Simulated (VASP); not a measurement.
Write the native input for VASP 6.6.1 that does the following.

| Item | Value |
| --- | --- |
| Task | relaxation of cell and atoms |
| Functional | PBE |
| Potentials or basis | VASP PAW PBE potentials, release 64 (Li_sv, H) |
| Cutoff | 600 eV |
| k mesh | 12 × 12 × 8 |
| Occupations | fermi-dirac, width 0.02 eV |
| Spin | no spin polarisation |
| Dipole correction | no |
| Further INCAR settings | ALGO = Normal; EDIFF = 1e-06; IBRION = 2; EDIFFG = -0.005; NSW = 80; ISIF = 3 |

The structure of LiH lies in POSCAR:

```
LiH
1.0
    2.5614742019      0.0000000000      0.0000000000
   -1.2807371010      2.2183017300      0.0000000000
    0.0000000000      0.0000000000      3.2016726000
Li H
2 2
Direct
    0.3333333333      0.6666666667      0.2500000000
    0.6666666667      0.3333333333      0.7500000000
    0.6666666667      0.3333333333      0.2500000000
    0.3333333333      0.6666666667      0.7500000000
```

One way to write it, as run:

INCAR

```
SYSTEM = LiH
  PREC = Accurate
  ENCUT = 600
  EDIFF = 1E-6
  ISMEAR = -1
  SIGMA = 0.02
  LREAL = .FALSE.
  LASPH = .TRUE.
  NELM = 100
  ALGO = Normal
  ISIF = 3
  LWAVE = .FALSE.
  LCHARG = .FALSE.
  GGA = PE
  IBRION = 2
  NSW = 80
  EDIFFG = -0.005
```

KPOINTS

```
Automatic mesh
0
G
  12 12 8
  0 0 0
```

Potentials or basis: VASP PAW PBE potentials, release 64 (Li_sv, H).

Run with:

```sh
$ cat potpaw_PBE.64/Li_sv/POTCAR potpaw_PBE.64/H/POTCAR > POTCAR
$ mpirun -np 1 vasp_std > vasp.out
```

It gave:

```
Relaxed volume                        : 8.35 Å³/atom
Relaxed cell                          : a = 3.136 Å, b = 3.136 Å, c = 3.923 Å, α = 90.00°, β = 90.00°, γ = 120.00°
Space group after relaxing (to 0.1 Å) : P6_3/mmc (No. 194)
Energy gained by relaxing             : 580.5 meV/atom
Ionic steps                           : 8
Pressure after relaxing               : 0.0 GPa
Band gap on the k mesh                : 1.56 eV (least direct gap 2.92 eV)
```

Caveat: the cutoff is under 1.25 times the usual one of these potentials, so pressure, stress and relaxed cells hold a basis-set (Pulay) error; the volume moved by over 15 % at a fixed basis, so the end points are rough.

Run time: 51 s on 1 thread of AMD EPYC 7R13 Processor (Zen 3) (shared host), peak memory 0.1 GiB.
